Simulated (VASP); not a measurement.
Set up this calculation in VASP 6.6.1, as the native input.

* Task: single point
* Functional: r2SCAN
* Potentials or basis: VASP PAW PBE potentials, release 64 (Si, C)
* Cutoff: 520 eV
* k mesh: 12 × 12 × 12
* Occupations: gaussian, width 0.05 eV
* Spin: no spin polarisation
* Dipole correction: no
* Further INCAR settings: ALGO = Normal; EDIFF = 1e-06; NBANDS = 11

The system is SiC.

```
Si C
1.0
     0.00000    2.00008    2.17400
     2.00008    0.00000    2.17400
     2.00008    2.00008    0.00000
Si C
1 1
Direct
  0.00000 0.00000 0.00000
  0.75000 0.75000 0.75000
```

This cell differs from its parent crystal: strain -0.080 along x and y, +0.000 along z.

One way to write it, as run:

POSCAR

```
SiC
1.0
    0.0000000000      2.0000800000      2.1740000000
    2.0000800000      0.0000000000      2.1740000000
    2.0000800000      2.0000800000      0.0000000000
Si C
1 1
Direct
    0.0000000000      0.0000000000      0.0000000000
    0.7500000000      0.7500000000      0.7500000000
```

INCAR.step1

```
ALGO = Normal
EDIFF = 1E-4
ENCUT = 520
GGA = PE
ISMEAR = 0
LASPH = True
LCHARG = False
LREAL = False
LWAVE = True
NBANDS = 11
NELM = 60
PREC = Accurate
SIGMA = 0.05
```

INCAR.step2

```
ALGO = Normal
EDIFF = 1E-6
ENCUT = 520
ISIF = 2
ISMEAR = 0
ISTART = 1
LASPH = True
LCHARG = True
LELF = True
LMIXTAU = True
LREAL = False
LVHAR = True
LWAVE = False
METAGGA = R2SCAN
NBANDS = 11
NELM = 60
PREC = Accurate
SIGMA = 0.05
```

KPOINTS

```
k-points
0
Gamma
  12 12 12
```

Potentials or basis: VASP PAW PBE potentials, release 64 (Si, C).

Run with:

```sh
$ cat potpaw_PBE.64/Si/POTCAR potpaw_PBE.64/C/POTCAR > POTCAR
$ cp INCAR.step1 INCAR
$ mpirun -np 1 vasp_std > vasp.out
$ cp INCAR.step2 INCAR
$ mpirun -np 1 vasp_std > vasp.out
```

Results of the run:

```
Pressure               : 53.2 GPa
Band gap on the k mesh : 1.05 eV, indirect (least direct gap 5.16 eV)
```

Caveat: the cell differs from its parent crystal (strain -0.080 along x and y, +0.000 along z); the PAW data sets were made with another functional, which shifts forces and pressure a little.

Run time: 65 s on 1 thread of Intel(R) Xeon(R) Platinum 8488C (Sapphire Rapids), on a shared host, peak memory 0.16 GiB.
